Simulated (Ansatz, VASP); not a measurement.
One calculation of GaN, two programs

```xyz
4
Lattice="3.1831 0.0000 0.0000 -1.5915 2.7566 0.0000 0.0000 0.0000 5.1836" Properties=species:S:1:pos:R:3 pbc="T T T"
Ga    0.0000    1.8378    5.1790
Ga    1.5915    0.9189    2.5872
N     0.0000    2.0378    1.7485
N     1.5915    0.9189    4.5403
```

Alike in both runs: task single point; functional r2SCAN; k mesh 12 × 12 × 6; occupations gaussian, width 0.05 eV; no spin polarisation.

|  | VASP | Ansatz |
| --- | --- | --- |
| version | VASP 6.6.1 | Ansatz 0.2.0 |
| potentials or method | VASP PAW PBE potentials, release 64 (Ga_d, N), cutoff 520 eV | scalar-relativistic, plane waves, PAW |
| valence electrons in the cell | 36 | 36 |

Ansatz gave:

- gap on the k mesh at the Fermi level (eV): 2.06
- least direct gap on the mesh (eV): 2.06
- pressure (GPa): 4.8
- traceless stress, the component that is largest in VASP (GPa): 9.96
- rms of the force components (eV/Å): 1.771

What did VASP give for the same quantities?

gap on the k mesh at the Fermi level (eV): 2.05; least direct gap on the mesh (eV): 2.05; pressure (GPa): 5.8; traceless stress, the component that is largest in VASP (GPa): 10.21; rms of the force components (eV/Å): 1.793.

VASP's potentials were made for PBE, not for r2SCAN. Atom by atom the forces differ by 0.026 eV/Å (rms over components). With one functional, cell and mesh, what is left measures potentials, basis and numerics.
